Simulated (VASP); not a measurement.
A run of VASP 6.6.1 is set up as follows.

Contents of INCAR:

```
SYSTEM = Pt
PREC = Accurate ; ENCUT = 520
EDIFF = 1E-6 ; ISMEAR = 0
SIGMA = 0.15 ; LREAL = .False.
LASPH = .True. ; NELM = 80
ALGO = Fast ; ISIF = 2
LWAVE = .False. ; LCHARG = .False.
GGA = CA ; NBANDS = 28
```

Contents of KPOINTS:

```
regular mesh
0
Gamma
  18 18 6
  0 0 0
```

The input POSCAR:

```
Pt
1.0
    2.7082945870      0.0000000000      0.0000000000
   -1.3541472935      2.3454519133      0.0000000000
    0.0000000000      0.0000000000      9.3530207388
Pt
4
Direct
    0.4982521781      0.2491333511      0.3750000000
    0.4982521781      0.2491333511      0.8750000000
    0.5017478219      0.7508666489      0.1250000000
    0.5017478219      0.7508666489      0.6250000000
```

Potentials or basis: VASP PAW LDA potentials, release 64 (Pt).

Run with:

```bash
$ cat potpaw_LDA.64/Pt/POTCAR > POTCAR
$ mpirun -np 1 vasp_std > vasp.out
```

(1) What does it give for the band gap on the k mesh?

(2) Estimate the largest force.

(3) What does it give for the pressure?

Answers

(1) zero (band 20 reaches 12.09 eV, above the bottom of band 21 at 10.07 eV).

(2) 0.006 eV/Å.

(3) 1.8 GPa.

Caveat: spin-orbit coupling is left out, which moves the levels of the heavy elements.
